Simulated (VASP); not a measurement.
# CuSi16 (a cell with a defect) in VASP: notebook

The runs below take CuSi16 (a cell with a defect) through single point, with PBE+D3(BJ).

Everything below comes from runs of VASP 6.6.1. Logs are shortened: lines on timing, memory, paths and dates and some standing lists are left out, and cuts for length are marked.

## Step 1: The cell of the first run

The cell holds a defect, 17 atoms: a = 7.679 Å, b = 7.679 Å, c = 7.679 Å, α = 60.00°, β = 60.00°, γ = 60.00°.

## Step 2: Single point, PBE+D3(BJ)

The input, INCAR:

```
PREC     = Accurate       # precision mode
ENCUT    = 520            # plane-wave cutoff, eV
EDIFF    = 1E-6           # SCF threshold, eV
ISMEAR   = -1             # smearing method
SIGMA    = 0.02           # smearing width, eV
LREAL    = Auto         
LASPH    = T              # aspherical terms in the spheres
NELM     = 60             # most SCF steps
ALGO     = Normal         # electronic algorithm
ISIF     = 2              # what is computed and relaxed
LWAVE    = F              # write WAVECAR
LCHARG   = F              # write CHGCAR
GGA      = PE             # functional
IVDW     = 12             # dispersion correction
NBANDS   = 52             # bands
NELECT   = 74.0
```

The input, KPOINTS:

```
regular mesh
0
Gamma
  2 2 2
```

The input, POSCAR:

```
CuSi16
1.0
    0.0000000000      5.4300000000      5.4300000000
    5.4300000000      0.0000000000      5.4300000000
    5.4300000000      5.4300000000      0.0000000000
Si Cu
16 1
Direct
   -0.0023362799     -0.0089335175     -0.0008254144
    0.1368712707      0.0887994475      0.1382926335
   -0.0040423573     -0.0031558011      0.5113355433
    0.1194610497      0.1320063536      0.6267820442
    0.0112376611      0.4606873849      0.0065159300
    0.1172302947      0.6170686004      0.1153853591
   -0.0099058011      0.5039549724      0.4994746777
    0.1214550645      0.6233276243      0.6389511971
    0.5104747698     -0.0049500921     -0.0018222836
    0.6251617864      0.1304575506      0.1221494475
    0.4922061694      0.0214201657      0.4946842541
    0.6232861878      0.1333338858      0.6256736648
    0.5022086556      0.5022574586     -0.0108871087
    0.6431082873      0.6214228361      0.1194924494
    0.5055089319      0.5056908840      0.5028720994
    0.6190346225      0.6502541436      0.6184289134
    0.2819433702      0.6529665746      0.2781091160
```

Potentials or basis: VASP PAW PBE potentials, release 64 (Si, Cu).

Command:

```sh
> cat potpaw_PBE.64/Si/POTCAR potpaw_PBE.64/Cu/POTCAR > POTCAR
> mpirun -np 1 vasp_std > vasp.out
```

OUTCAR:

```text
PREC = Accurate
   ENCUT = 520
   EDIFF = 1E-6
   ISMEAR = -1
   LREAL = Auto
   LASPH = T
   NELM = 60
   ISIF = 2
   GGA = PE
   IVDW = 12
   NELECT = 74.0
 IVDW          = 12

 ion  position               nearest neighbor table
   1  0.998  0.991  0.999-   4 2.34  10 2.34   6 2.35   2 2.37
   2  0.137  0.089  0.138-   5 2.33   3 2.35   9 2.35   1 2.37  17 2.73
   3  0.996  0.997  0.511-  12 2.34   8 2.34   4 2.35   2 2.35
   4  0.119  0.132  0.627-   7 2.33   1 2.34  11 2.34   3 2.35
   5  0.011  0.461  0.007-   8 2.32  14 2.32   2 2.33   6 2.34
   6  0.117  0.617  0.115-   5 2.34   1 2.35  17 2.35   7 2.41  13 2.42
   7  0.990  0.504  0.499-  16 2.33   4 2.33   6 2.41   8 2.45  17 2.46
   8  0.121  0.623  0.639-   5 2.32  17 2.34   3 2.34  15 2.41   7 2.45
   9  0.510  0.995  0.998-  12 2.34  14 2.34  10 2.35   2 2.35
  10  0.625  0.130  0.122-  13 2.33  11 2.34   1 2.34   9 2.35
  11  0.492  0.021  0.495-  16 2.33  10 2.34   4 2.34  12 2.35
  12  0.623  0.133  0.626-  15 2.34   9 2.34   3 2.34  11 2.35
  13  0.502  0.502  0.989-  16 2.33  10 2.33   6 2.42  17 2.45  14 2.45
  14  0.643  0.621  0.119-   5 2.32  17 2.34   9 2.34  15 2.41  13 2.45
  15  0.506  0.506  0.503-  12 2.34  16 2.35  14 2.41   8 2.41  17 2.51
  16  0.619  0.650  0.618-  11 2.33  13 2.33   7 2.33  15 2.35
  17  0.282  0.653  0.278-  14 2.34   8 2.34   6 2.35  13 2.45   7 2.46  15 2.51   2 2.73

  LATTYP: Found a face centered cubic cell.
 ALAT       =    10.8600000000

  Lattice vectors:

 A1 = (   0.0000000000,   5.4300000000,   5.4300000000)
 A2 = (   5.4300000000,   0.0000000000,   5.4300000000)
 A3 = (   5.4300000000,   5.4300000000,   0.0000000000)

Analysis of symmetry for initial positions (statically):
=====================================================================
 Subroutine PRICEL returns:
 Original cell was already a primitive cell.

 Routine SETGRP: Setting up the symmetry group for a
 face centered cubic supercell.

 Subroutine GETGRP returns: Found  1 space group operations
 (whereof  1 operations were pure point group operations)
 out of a pool of 48 trial point group operations.

The static configuration has the point symmetry C_1 .

Analysis of symmetry for dynamics (positions and initial velocities):
=====================================================================
 Subroutine PRICEL returns:
 Original cell was already a primitive cell.

 Routine SETGRP: Setting up the symmetry group for a
 face centered cubic supercell.

 Subroutine GETGRP returns: Found  1 space group operations
 (whereof  1 operations were pure point group operations)
 out of a pool of 48 trial point group operations.
[... 121 lines left out ...]
   ISYM   =      2    0-nonsym 1-usesym 2-fastsym
   POTIM  = 0.5000    time-step for ionic-motion
   TEBEG  =    0.0;   TEEND  =   0.0 temperature during run
   PSTRESS=    0.0 pullay stress
   NELECT =      74.0000    total number of electrons
   NUPDOWN=      -1.0000    fix difference up-down
   EMIN   =  10.00;   EMAX   =-10.00  energy-range for DOS
   EFERMI =   0.00;   METHOD = LEGACY
   ISMEAR =    -1;   SIGMA  =   0.02  broadening in eV -4-tet -1-fermi 0-gaus
   EFERMI_NEDOS =   21; number of points for ismear=-14 and -15
   IALGO  =     38    algorithm
   IMIX   =      4    mixing-type and parameters
     AMIX     =   0.40;   BMIX     =  1.00
     AMIX_MAG =   1.60;   BMIX_MAG =  1.00
  volume/ion in A,a.u.               =      18.84       127.11
  Fermi-wavevector in a.u.,A,eV,Ry     =   1.004636  1.898488 13.732283  1.009294
  Thomas-Fermi vector in A             =   2.137265
   LORBIT       =      0    0 simple, 1 ext, 2 COOP (PROOUT), +10 PAW based schemes
   GGA     = PE    functional components
   LHFCALC =     F    Hartree Fock is set to
   AEXX    =    0.0000 exact exchange contribution
   IVDW    =    12    specifies the selected vdW correction
   LEPSILON=     F    determine dielectric tensor
   LRPA    =     F    only Hartree local field effects (RPA)
 non-spin polarized calculation
  energy-cutoff  :      520.00
  volume of cell :      320.21
 maximum number of plane-waves:      8646
 NGX is ok and might be reduce to    60
   NGX = 29   NGY = 29   NGZ = 29

 number of electron      73.9999998 magnetization

 Free energy of the ion-electron system (eV)
  ---------------------------------------------------
  ext. energy  EPLUGINS =         0.00000000
  ---------------------------------------------------
  free energy    TOTEN  =       -94.22007599 eV

  energy without entropy =      -94.21857366  energy(sigma->0) =      -94.21932482

 E-fermi :   6.4126     XC(G=0):  -9.6103

 val. band max:        6.3459661285   @ k =   0.0000   0.0000   0.0000
 cond. band min:       6.4792407052   @ k =   0.0000   0.0000   0.0000
 fundamental gap:      0.1332745767
 Fermi energy:         6.4126140906

 k-point     1 :       0.0000    0.0000    0.0000
  band No.  band energies     occupation
      1      -5.8945      2.00000
      2      -3.5338      2.00000
      3      -3.5109      2.00000
      4      -3.4876      2.00000
      5      -3.4672      2.00000
      6      -1.9983      2.00000
[... 405 lines left out ...]
     48      10.4625      0.00000
     49      10.4723      0.00000
 [bands above 49 left out]

------------------------ aborting loop because EDIFF is reached ----------------------------------------

 Edisp (eV)   -5.67187

 E8    (eV) :    -2.3527

  FORCE on cell =-STRESS in cart. coord.  units (eV):
  Direction    XX          YY          ZZ          XY          YZ          ZX
  --------------------------------------------------------------------------------------
  -------------------------------------------------------------------------------------
  Total      -7.05629    -7.69959    -7.17361    -0.11840    -0.14764    -0.68425
  in kB     -35.30674   -38.52554   -35.89376    -0.59243    -0.73875    -3.42372
  external pressure =      -36.58 kB  Pullay stress =        0.00 kB

 VOLUME and BASIS-vectors are now :
 -----------------------------------------------------------------------------
  energy-cutoff  :      520.00
  volume of cell :      320.21
      direct lattice vectors                 reciprocal lattice vectors
     0.000000000  5.430000000  5.430000000    -0.092081031  0.092081031  0.092081031
     5.430000000  0.000000000  5.430000000     0.092081031 -0.092081031  0.092081031
     5.430000000  5.430000000  0.000000000     0.092081031  0.092081031 -0.092081031

 POSITION                                       TOTAL-FORCE (eV/Angst)
 -----------------------------------------------------------------------------------
     10.80701     10.84283     10.79881        -0.003104     -0.000736      0.005770
      1.23311      1.49414      1.22539        -0.004053      0.003852      0.005696
      8.18942      8.18460     10.82091        -0.006452      0.007346     -0.002829
      4.12022      4.05210      1.36547        -0.004270     -0.002601      0.001851
      2.53691      0.09640      2.56255         0.011241      0.010287     -0.011082
      3.97723      1.26310      3.98724        -0.003529     -0.002913     -0.010416
[... 9 lines left out ...]
      6.88895      6.71943      6.89224        -0.000591     -0.004716     -0.002914
      5.05574      3.04109      5.07656         0.032370     -0.023633      0.018763
 -----------------------------------------------------------------------------------
    total drift:                                0.000595     -0.008580      0.004656

  FREE ENERGIE OF THE ION-ELECTRON SYSTEM (eV)
  ---------------------------------------------------
  free  energy   TOTEN  =       -99.8919498886 eV

  energy  without entropy=      -99.8904475564  energy(sigma->0) =      -99.89119872
```

It took 4.1 min on 1 thread of Intel Xeon 6975P-C (Granite Rapids), shared host; peak memory 0.48 GiB.

Results:

```yaml
Free_energy: -99.8919 eV
Largest_force: 0.044 eV/Å
Dispersion_energy_per_atom: -0.334 eV
```

Forces in eV/Å, atoms in the order of the input:
```
Si  -0.003 -0.001  0.006
Si  -0.004  0.004  0.006
Si  -0.006  0.007 -0.003
Si  -0.004 -0.003  0.002
Si   0.011  0.010 -0.011
Si  -0.004 -0.003 -0.010
Si   0.005  0.002 -0.004
Si  -0.003  0.009 -0.012
Si  -0.006  0.002  0.008
Si  -0.003 -0.006  0.009
Si  -0.009  0.003  0.001
Si  -0.007 -0.001  0.006
Si   0.004 -0.002  0.000
Si  -0.006  0.005 -0.005
Si   0.003  0.002 -0.007
Si  -0.001 -0.005 -0.003
Cu   0.032 -0.024  0.019
```

Caveat: the k points lie up to 0.50 Å⁻¹ apart; the cell carries a net charge on a neutralising background, which shifts energy and pressure; the cell is charged against a uniform background, so pressure and absolute levels hang on convention.

## Step 3: Single point, PBE+D3(BJ)

The input, INCAR:

```
ALGO = Normal
EDIFF = 1E-6
ENCUT = 520
GGA = PE
ISIF = 2
ISMEAR = -1
IVDW = 12
LASPH = True
LCHARG = False
LREAL = Auto
LWAVE = False
NBANDS = 52
NELECT = 74.0
NELM = 80
PREC = Accurate
SIGMA = 0.02
```

The input, KPOINTS:

```
k-points
0
Gamma
  2 2 2
```

The input, POSCAR:

```
CuSi16
1.0
    0.0000000000      5.4300000000      5.4300000000
    5.4300000000      0.0000000000      5.4300000000
    5.4300000000      5.4300000000      0.0000000000
Si Cu
16 1
Direct
   -0.0008172192     -0.0082522099      0.0015078269
    0.1300186924      0.1038028545      0.1326015654
   -0.0020269797     -0.0068247698      0.5053115101
    0.1135354512      0.1281787293      0.6288628913
    0.0065499079      0.4749642726      0.0055079190
    0.1218545120      0.6193845304      0.1194526703
   -0.0142218232      0.5017083794      0.5033663904
    0.1253780847      0.6212338858      0.6344863720
    0.5025794659     -0.0054148250     -0.0003253223
    0.6266546961      0.1299742173      0.1142904236
    0.4866061694      0.0361949355      0.4878807551
    0.6255590239      0.1340293738      0.6271938306
    0.5052910681      0.5036102210     -0.0180781768
    0.6358116022      0.6227740331      0.1226668508
    0.5095616943      0.5080359116      0.5074869245
    0.6181787293      0.6643109576      0.6138531308
    0.3467962247      0.4717341621      0.3431260589
```

Potentials or basis: VASP PAW PBE potentials, release 64 (Si, Cu).

Command:

```sh
> cat potpaw_PBE.64/Si/POTCAR potpaw_PBE.64/Cu/POTCAR > POTCAR
> mpirun -np 1 vasp_std > vasp.out
```

Run time: 3.1 min. Hardware: 1 thread of Intel Xeon 6975P-C (Granite Rapids), shared host; peak memory 0.48 GiB.

Results (log left out):

```
Free energy                : -99.8920 eV
Largest force              : 0.044 eV/Å
Dispersion energy per atom : -0.334 eV
```

Forces in eV/Å, atoms in the order of the input:
```
Si  -0.006  0.000  0.008
Si  -0.003 -0.001  0.009
Si  -0.003  0.001  0.003
Si   0.002 -0.007  0.005
Si   0.004  0.006  0.000
Si   0.006 -0.001 -0.002
Si   0.012 -0.006  0.004
Si   0.006 -0.002 -0.006
Si  -0.009  0.008  0.006
Si  -0.007 -0.002  0.005
Si  -0.006 -0.004  0.003
Si  -0.005  0.000  0.005
Si   0.003 -0.007  0.007
Si  -0.001  0.002 -0.005
Si   0.015  0.002  0.000
Si   0.010 -0.011 -0.010
Cu  -0.019  0.024 -0.032
```

Levels at points of the mesh, in eV from the Fermi level:
```tsv
k point	band 35	band 36	band 37	band 38	band 39	band 40
(0.00, 0.00, 0.00)	-0.62	-0.20	-0.07	0.07	0.34	0.57
(0.50, 0.00, 0.00)	-0.92	-0.87	-0.75	0.56	1.09	1.22
(0.00, 0.50, 0.00)	-0.90	-0.65	-0.51	0.52	1.00	1.34
(0.00, 0.00, 0.50)	-0.92	-0.87	-0.76	0.55	1.11	1.22
(0.50, 0.50, 0.50)	-0.91	-0.91	-0.81	0.51	1.13	1.21
(0.50, 0.50, 0.00)	-1.49	-1.45	-1.11	0.65	0.96	1.92
(0.00, 0.50, 0.50)	-1.49	-1.45	-1.12	0.65	0.96	1.92
(0.50, 0.00, 0.50)	-1.52	-1.43	-1.15	0.67	0.95	1.93
```

Caveat: the k points lie up to 0.50 Å⁻¹ apart; the cell carries a net charge on a neutralising background, which shifts energy and pressure; the cell is charged against a uniform background, so pressure and absolute levels hang on convention.

(Part 1 of 2 ends here.)
